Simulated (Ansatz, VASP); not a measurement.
One calculation of TiB, two programs

The input INCAR:

```
  PREC = Accurate
  ENCUT = 520
  EDIFF = 1E-6
  ISMEAR = 0
  SIGMA = 0.15
  LREAL = False
  LASPH = True
  NELM = 60
  ALGO = Normal
  ISIF = 2
  LWAVE = False
  LCHARG = False
  GGA = PS
  NBANDS = 14
```

The input KPOINTS:

```
regular mesh
0
Gamma
  20 20 20
```

File POSCAR:

```
TiB
1.0
    0.0000000000      2.1010000000      2.2113025000
    2.1010000000      0.0000000000      2.2113025000
    2.1010000000      2.1010000000      0.0000000000
Ti B
1 1
Direct
    0.7500000000      0.7500000000      0.7500000000
    0.0000000000      0.0000000000      0.0000000000
```

Input for Ansatz:

```yaml
crystal:
  lattice:
    - [0.0, 2.101, 2.2113025]
    - [2.101, 0.0, 2.2113025]
    - [2.101, 2.101, 0.0]
  atoms:
    - { symbol: Ti, position: [0.75, 0.75, 0.75] }
    - { symbol: B, position: [0.0, 0.0, 0.0] }
basis:
  ecutwfc: 420
kpoints:
  mp_grid: { grid: [20, 20, 20] }
hamiltonian:
  xc: pbesol
scf:
  occupations: { method: gaussian, width: 0.15 }
output:
  forces: true
  stress: true
  eigenvalues: true
```

Change from the starting cell: strain +0.0525 x Voigt [0, 0, 1, 0, 0, 0], atoms carried along.

Alike in both runs: task single point; functional PBEsol; k mesh 20 × 20 × 20; occupations gaussian, width 0.15 eV; no spin polarisation.

```csv
,VASP,Ansatz
version,VASP 6.6.1,Ansatz 0.2.0
potentials or method,"VASP PAW PBE potentials, release 64 (Ti_sv, B), cutoff 520 eV","scalar-relativistic, plane waves, PAW"
valence electrons in the cell,15,15
```

|  | VASP | Ansatz | Ansatz less VASP |
| --- | --- | --- | --- |
| gap on the k mesh at the Fermi level (eV) | none | none | - |
| pressure (GPa) | 91.4 | 91.6 | +0.17 |
| traceless stress, the component that is largest in VASP (GPa) | 5.72 | 5.76 | +0.044 |

VASP's potentials were made for PBE, not for PBEsol. A gap of «none» marks a metal or a gap that the smearing closes. Both programs put the cell under a high pressure, so it lies far from rest at this level. The functional is the same, so the differences come from potentials, cutoffs and numerics.

Noted on VASP's run: the cell as given lies far from equilibrium.
